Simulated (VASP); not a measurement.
Set up this calculation in VASP 6.6.1, as the native input.

```
Task                   : single point
Functional             : LDA
Potentials or basis    : VASP PAW LDA potentials, release 64 (Al, Ni)
Cutoff                 : 520 eV
k mesh                 : 5 × 5 × 5, shifted
Occupations            : fermi-dirac, width 0.3 eV
Spin                   : collinear spin, ferromagnetic start
Starting moments       : [0.18, 1.13] μB
Fixed moment           : 1.5 μB
Dipole correction      : no
Further INCAR settings : ALGO = Normal; EDIFF = 1e-06; NBANDS = 18
```

The structure of AlNi lies in POSCAR:

```
AlNi
1.0
    2.8810000000      0.0000000000      0.0000000000
    0.0000000000      2.8810000000      0.0000000000
    0.0000000000      0.0000000000      2.8810000000
Al Ni
1 1
Direct
    0.0000000000      0.0000000000      0.0000000000
    0.5000000000      0.5000000000      0.5000000000
```

The input as run:

INCAR

```
SYSTEM = AlNi
ALGO = Normal
EDIFF = 1E-6
ENCUT = 520
GGA = CA
ISIF = 2
ISMEAR = -1
ISPIN = 2
LASPH = .TRUE.
LCHARG = .FALSE.
LMAXMIX = 4
LORBIT = 11
LREAL = .FALSE.
LWAVE = .FALSE.
MAGMOM = 0.18 1.13
NBANDS = 18
NELM = 150
NUPDOWN = 1.5
PREC = Accurate
SIGMA = 0.3
```

KPOINTS

```
Automatic mesh
0
Gamma
  5 5 5
  0.5 0.5 0.5
```

Potentials or basis: VASP PAW LDA potentials, release 64 (Al, Ni).

Launch:

```bash
$ cat potpaw_LDA.64/Al/POTCAR potpaw_LDA.64/Ni/POTCAR > POTCAR
$ mpirun -np 1 vasp_std > vasp.out
```

Results of the run:

```yaml
Pressure: 3.6 GPa
Net_moment: 1.50 μB per cell
Site_moments: Al +0.10; Ni +1.07 μB
Valence_electrons_inside_the_program's_atomic_spheres: Al 0.82; Ni 9.42
```

Caveat: the k points lie up to 0.44 Å⁻¹ apart; the total moment is fixed, so each spin has its own Fermi level.

Run time: 17 s on 1 thread of AMD EPYC 7R13, with other jobs on the host, peak memory 0.1 GiB.
